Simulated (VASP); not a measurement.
Wanted: the native input for a VASP 6.6.1 run.

```
Task                   : relaxation of cell and atoms
Functional             : PBE
Potentials or basis    : VASP PAW PBE potentials, release 64 (Ca_sv)
Cutoff                 : 600 eV
k mesh                 : 8 × 8 × 8
Occupations            : fermi-dirac, width 0.05 eV
Spin                   : no spin polarisation
Target pressure        : 2 GPa
Dipole correction      : no
Further INCAR settings : ALGO = Normal; EDIFF = 1e-06; IBRION = 2; EDIFFG = -0.01; NSW = 60; ISIF = 3
```

The structure of Ca lies in POSCAR:

```
Ca
1.0
    0.0000000000      2.7942000000      2.7942000000
    2.7942000000      0.0000000000      2.7942000000
    2.7942000000      2.7942000000      0.0000000000
Ca
1
Direct
    0.0000000000      0.0000000000      0.0000000000
```

These files were run (other wordings do the same):

INCAR

```
ALGO = Normal
EDIFF = 1E-6
EDIFFG = -0.01
ENCUT = 600
GGA = PE
IBRION = 2
ISIF = 3
ISMEAR = -1
LASPH = T
LCHARG = F
LREAL = F
LWAVE = F
NELM = 60
NSW = 60
PREC = Accurate
PSTRESS = 20.0
SIGMA = 0.05
```

KPOINTS

```
k-points
0
Gamma
  8 8 8
```

Potentials or basis: VASP PAW PBE potentials, release 64 (Ca_sv).

Command:

```console
$ cat potpaw_PBE.64/Ca_sv/POTCAR > POTCAR
$ mpirun -np 1 vasp_std > vasp.out
```

It gave:

```yaml
Relaxed_volume: 38.22 Å³/atom
Relaxed_cell: a = 3.781 Å, b = 3.781 Å, c = 3.781 Å, α = 60.00°, β = 60.00°, γ = 60.00°
Space_group_after_relaxing_to_0.05_Å: Fm-3m (No. 225)
Energy_change_on_relaxing_the_enthalpy_is_what_falls: +21.3 meV/atom
Ionic_steps: 4
Pressure_after_relaxing: 2.0 GPa
Band_gap_on_the_k_mesh: zero (band 5 reaches 2.51 eV, above the bottom of band 6 at 2.30 eV)
```

Caveat: the cell is relaxed towards a set pressure, so the enthalpy falls and the energy may rise.

It took 19 s on 1 thread of Intel(R) Xeon(R) 6975P-C (Granite Rapids) (shared host), peak memory 0.19 GiB.
